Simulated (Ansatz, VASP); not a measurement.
## ZrAl5N6 in VASP and in Ansatz

```
CELL_PARAMETERS angstrom
2.98864 0.00000 0.00000
0.00000 2.98864 0.00000
0.00000 0.00000 12.55126
ATOMIC_POSITIONS crystal
Zr 0.00000 0.00000 0.00000
Al 0.00000 0.00000 0.65763
Al 0.50000 0.50000 0.81662
Al 0.50000 0.50000 0.18338
Al 0.00000 0.00000 0.34237
Al 0.50000 0.50000 0.50000
N 0.00000 0.00000 0.81516
N 0.50000 0.50000 0.00000
N 0.00000 0.00000 0.18484
N 0.50000 0.50000 0.34196
N 0.00000 0.00000 0.50000
N 0.50000 0.50000 0.65804
```

Alike in both runs: task single point; functional PBE; k mesh 6 × 6 × 2; occupations gaussian, width 0.1 eV; collinear spin.

|  | VASP | Ansatz |
| --- | --- | --- |
| version | VASP 6.6.1 | Ansatz 0.2.0 |
| potentials or method | VASP PAW PBE potentials, release 64 (Zr_sv, Al, N), cutoff 520 eV | scalar-relativistic, plane waves, PAW |
| valence electrons in the cell | 57 | 57 |

|  | VASP | Ansatz | Ansatz less VASP |
| --- | --- | --- | --- |
| gap on the k mesh at the Fermi level (eV) | none | none | - |
| pressure (GPa) | -0.1 | 0.0 | +0.09 |
| traceless stress, the component that is largest in VASP (GPa) | -0.10 | -0.03 | +0.070 |
| net moment per atom (μB) | 0.00 | 0.00 | 0.000 |

A gap of «none» marks a metal or a gap that the smearing closes. Ansatz's warnings: seeded moment not kept.
